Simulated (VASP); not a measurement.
# Si10H4Cl in VASP: further runs, part 2 of 2

VASP 6.6.1. The steps go on from the part before.

## (4) Single point, PBE

File INCAR:

```
ALGO = Normal ; EDIFF = 1E-6
ENCUT = 520 ; GGA = PE
ISIF = 2 ; ISMEAR = -1
LASPH = True ; LCHARG = False
LREAL = Auto ; LWAVE = False
NBANDS = 72 ; NELM = 80
PREC = Accurate ; SIGMA = 0.05
```

File KPOINTS:

```
k-points
0
Gamma
  2 2 1
```

File POSCAR:

```
Si10H4Cl
1.0
    7.6791800000      0.0000000000      0.0000000000
    0.0000000000      7.6791800000      0.0000000000
    0.0000000000      0.0000000000     17.2555000000
H Si Cl
8 20 2
Direct
    0.4093926695      0.0000000000      0.0579525369
    0.0906086327      0.0000000000      0.0579525369
    0.9093939718      0.0000000000      0.0579525369
    0.5906099349      0.0000000000      0.0579525369
    0.4093926695      0.5000013022      0.0579525369
    0.0906086327      0.5000013022      0.0579525369
    0.9093939718      0.5000013022      0.0579525369
    0.5906099349      0.5000013022      0.0579525369
    0.2500006511      0.0000000000      0.1081104575
    0.7500019533      0.0000000000      0.1081104575
    0.2500006511      0.5000013022      0.1081104575
    0.7500019533      0.5000013022      0.1081104575
    0.2353766939      0.2521493180      0.1859117383
    0.7216916390      0.2623717637      0.1860102576
    0.2318867379      0.7443763527      0.2064790936
    0.7685325777      0.7495071088      0.1882240445
   -0.0287791144      0.2720082092      0.2608559590
    0.4593328975      0.2768394542      0.2673408478
    0.0072012897      0.7722569337      0.2973312857
    0.4943366349      0.7919856026      0.2630059981
   -0.0046228894      0.0572717400      0.3569064936
    0.4768738329      0.0323992926      0.3450204283
   -0.0405642269      0.4853903672      0.3519109849
    0.4624582312      0.5112004146      0.3614557677
    0.2349469605      0.0740443641      0.4390658051
    0.7249081282      0.1008310783      0.4195995480
    0.2050218904      0.3655728867      0.4116948219
    0.7032000813      0.3964095125      0.4241430269
    0.7164436828     -0.0821181428      0.5122019066
    0.6859716793      0.4439796957      0.5475587494
```

Potentials or basis: VASP PAW PBE potentials, release 64 (H, Si, Cl).

Command:

```
$ cat potpaw_PBE.64/H/POTCAR potpaw_PBE.64/Si/POTCAR potpaw_PBE.64/Cl/POTCAR > POTCAR
$ mpirun -np 1 vasp_std > vasp.out
```

OUTCAR:

```text
EDIFF = 1E-6
   ENCUT = 520
   GGA = PE
   ISIF = 2
   ISMEAR = -1
   LASPH = True
   LREAL = Auto
   NELM = 80
   PREC = Accurate

 ion  position               nearest neighbor table
   1  0.409  0.000  0.058-   9 1.50
   2  0.091  0.000  0.058-   9 1.50
   3  0.909  0.000  0.058-  10 1.50
   4  0.591  0.000  0.058-  10 1.50
   5  0.409  0.500  0.058-  11 1.50
   6  0.091  0.500  0.058-  11 1.50
   7  0.909  0.500  0.058-  12 1.50
   8  0.591  0.500  0.058-  12 1.50
   9  0.250  0.000  0.108-   1 1.50   2 1.50  13 2.36  15 2.60
  10  0.750  0.000  0.108-   4 1.50   3 1.50  16 2.37  14 2.43
  11  0.250  0.500  0.108-   5 1.50   6 1.50  13 2.33  15 2.53
  12  0.750  0.500  0.108-   8 1.50   7 1.50  14 2.28  16 2.37
  13  0.235  0.252  0.186-  18 2.23  11 2.33   9 2.36  17 2.41
  14  0.722  0.262  0.186-  12 2.28  17 2.31  10 2.43  18 2.46
  15  0.232  0.744  0.206-  20 2.27  19 2.34  11 2.53   9 2.60
  16  0.769  0.750  0.188-  12 2.37  10 2.37  20 2.49  19 2.63
  17  0.971  0.272  0.261-  23 2.27  14 2.31  21 2.35  13 2.41
  18  0.459  0.277  0.267-  13 2.23  22 2.31  24 2.42  14 2.46
  19  0.007  0.772  0.297-  15 2.34  21 2.42  23 2.42  16 2.63
  20  0.494  0.792  0.263-  15 2.27  22 2.33  16 2.49  24 2.76
  21  0.995  0.057  0.357-  25 2.33  17 2.35  26 2.37  19 2.42  27 3.02
  22  0.477  0.032  0.345-  18 2.31  20 2.33  26 2.36  25 2.49
  23  0.959  0.485  0.352-  17 2.27  27 2.34  19 2.42  28 2.43
  24  0.462  0.511  0.361-  28 2.32  18 2.42  27 2.43  20 2.76
  25  0.235  0.074  0.439-  27 2.30  21 2.33  22 2.49
  26  0.725  0.101  0.420-  29 2.13  28 2.28  22 2.36  21 2.37
  27  0.205  0.366  0.412-  25 2.30  23 2.34  24 2.43  21 3.02
  28  0.703  0.396  0.424-  30 2.16  26 2.28  24 2.32  23 2.43
  29  0.716  0.918  0.512-  26 2.13
  30  0.686  0.444  0.548-  28 2.16

  LATTYP: Found a simple tetragonal cell.
 ALAT       =     7.6791800000
 C/A-ratio  =     2.2470498152

  Lattice vectors:

 A1 = (   7.6791800000,   0.0000000000,   0.0000000000)
 A2 = (   0.0000000000,   7.6791800000,   0.0000000000)
 A3 = (   0.0000000000,   0.0000000000,  17.2555000000)

[... 184 lines left out ...]
  Thomas-Fermi vector in A             =   1.859510
   LORBIT       =      0    0 simple, 1 ext, 2 COOP (PROOUT), +10 PAW based schemes
   GGA     = PE    functional components
   LHFCALC =     F    Hartree Fock is set to
   AEXX    =    0.0000 exact exchange contribution
   IVDW    =     0    specifies the selected vdW correction
   LEPSILON=     F    determine dielectric tensor
   LRPA    =     F    only Hartree local field effects (RPA)
 non-spin polarized calculation
  energy-cutoff  :      520.00
  volume of cell :     1017.55
 maximum number of plane-waves:     27424
 NGX is ok and might be reduce to    60
   NGX = 29   NGY = 29   NGZ = 65

 number of electron     102.0000003 magnetization

 Free energy of the ion-electron system (eV)
  ---------------------------------------------------
  ext. energy  EPLUGINS =         0.00000000
  ---------------------------------------------------
  free energy    TOTEN  =      -134.43459518 eV

  energy without entropy =     -134.43307483  energy(sigma->0) =     -134.43383501

 E-fermi :  -0.1858     XC(G=0):  -5.2386

 val. band max:       -0.5007631921   @ k =   0.5000   0.0000   0.0000
 cond. band min:       0.0945534461   @ k =   0.0000   0.0000   0.0000
 fundamental gap:      0.5953166382
 Fermi energy:        -0.1857770169

 k-point     1 :       0.0000    0.0000    0.0000
  band No.  band energies     occupation
      1     -15.8904      2.00000
      2     -15.7054      2.00000
      3     -11.7884      2.00000
      4     -10.7112      2.00000
      5     -10.0111      2.00000
      6      -9.7954      2.00000
[... 253 lines left out ...]
     62       2.8608      0.00000
     63       3.2290      0.00000
 [bands above 63 left out]

------------------------ aborting loop because EDIFF is reached ----------------------------------------

  FORCE on cell =-STRESS in cart. coord.  units (eV):
  Direction    XX          YY          ZZ          XY          YZ          ZX
  --------------------------------------------------------------------------------------
  -------------------------------------------------------------------------------------
  Total       14.7222771      0.6588789     -8.9137996     -0.3185138     -0.5131819      7.8392624
  in kB       23.1807951      1.0374303    -14.0351224     -0.5015123     -0.8080247     12.3432219
  external PRESSURE =       3.3943677 kB  Pullay stress =       0.0000000 kB

 VOLUME and BASIS-vectors are now :
 -----------------------------------------------------------------------------
  energy-cutoff  :      520.00
  volume of cell :     1017.55
      direct lattice vectors                 reciprocal lattice vectors
     7.679180000  0.000000000  0.000000000     0.130222237  0.000000000  0.000000000
     0.000000000  7.679180000  0.000000000     0.000000000  0.130222237  0.000000000
     0.000000000  0.000000000 17.255500000     0.000000000  0.000000000  0.057952537

 POSITION                                       TOTAL-FORCE (eV/Angst)
 -----------------------------------------------------------------------------------
      3.14380      0.00000      1.00000        -0.527418     -0.094721      0.161910
      0.69580      0.00000      1.00000         0.638216     -0.014598     -0.047478
      6.98340      0.00000      1.00000        -0.600984      0.202226     -0.007436
      4.53540      0.00000      1.00000         0.636513     -0.193377     -0.048883
      3.14380      3.83960      1.00000        -0.536026      0.218687      0.135910
      0.69580      3.83960      1.00000         0.650922      0.190220     -0.039996
[... 22 lines left out ...]
      5.50170      7.04858      8.83830         0.008293      0.664760     -0.095538
      5.26770      3.40940      9.44840         0.253974      0.085713     -0.796436
 -----------------------------------------------------------------------------------
    total drift:                               -0.003546      0.000384      0.026318

  FREE ENERGIE OF THE ION-ELECTRON SYSTEM (eV)
  ---------------------------------------------------
  free  energy   TOTEN  =      -134.4345951789 eV

  energy  without entropy=     -134.4330748322  energy(sigma->0) =     -134.43383501
```

stdout:

```text
POSCAR found type information on POSCAR H SiCl
 POSCAR found :  3 types and      30 ions
 scaLAPACK will be used
 LDA part: xc-table for (Slater+PW92), standard interpolation
 POSCAR, INCAR and KPOINTS ok, starting setup
 FFT: planning ... GRIDC
 FFT: planning ... GRID_SOFT
 FFT: planning ... GRID
 WAVECAR not read
 entering main loop
```

Run time: 21 min. Hardware: 1 thread of Intel Xeon 8259CL, shared host; peak memory 0.95 GiB.

Results:

```
Free energy            : -134.4346 eV
Largest force          : 2.244 eV/Å
Band gap on the k mesh : 0.60 eV (least direct gap 0.69 eV)
```

Forces in eV/Å, atoms in the order of the input:
```
H   -0.527 -0.095  0.162
H    0.638 -0.015 -0.047
H   -0.601  0.202 -0.007
H    0.637 -0.193 -0.049
H   -0.536  0.219  0.136
H    0.651  0.190 -0.040
H   -0.588 -0.049  0.030
H    0.622  0.303 -0.070
Si  -0.595 -0.678  1.141
Si  -0.059  0.363  0.504
Si  -0.509  0.424  0.884
Si  -0.017  0.382 -0.199
Si  -1.169  0.201 -0.752
Si  -0.410 -0.808  0.114
Si   0.301  0.325 -2.200
Si  -0.421  0.607  1.125
Si   0.509 -0.890 -0.814
Si   1.610  0.049  0.327
Si  -1.169 -0.352 -0.982
Si   0.882 -1.554  1.034
Si  -0.352 -0.705 -0.202
Si  -0.139  0.316  0.480
Si  -0.241  1.255  1.010
Si  -0.472  0.572 -0.902
Si   0.451 -0.218  0.085
Si   0.178 -1.929 -0.281
Si   0.894  0.196 -0.696
Si   0.172  1.132  1.101
Cl   0.008  0.665 -0.096
Cl   0.254  0.086 -0.796
```

Caveat: the atoms stand as in a frame of molecular dynamics.

## (5) Summary

```tsv
cell	gap on the mesh (eV)	largest force (eV/Å)
as given, atomic positions A	0.49	3.04
as given, atomic positions B	0.62	2.21
as given, atomic positions C	0.60	2.24
```

Alike in all rows: task single point; level PBE; potentials or basis VASP PAW PBE potentials, release 64 (H, Si, Cl); no spin polarisation; k mesh 2 × 2 × 1; cutoff (eV) 520; smearing fermi-dirac 0.05 eV.

Caveats: the atoms stand as in a frame of molecular dynamics.

Absolute energies hang on the potentials; compare differences alone.
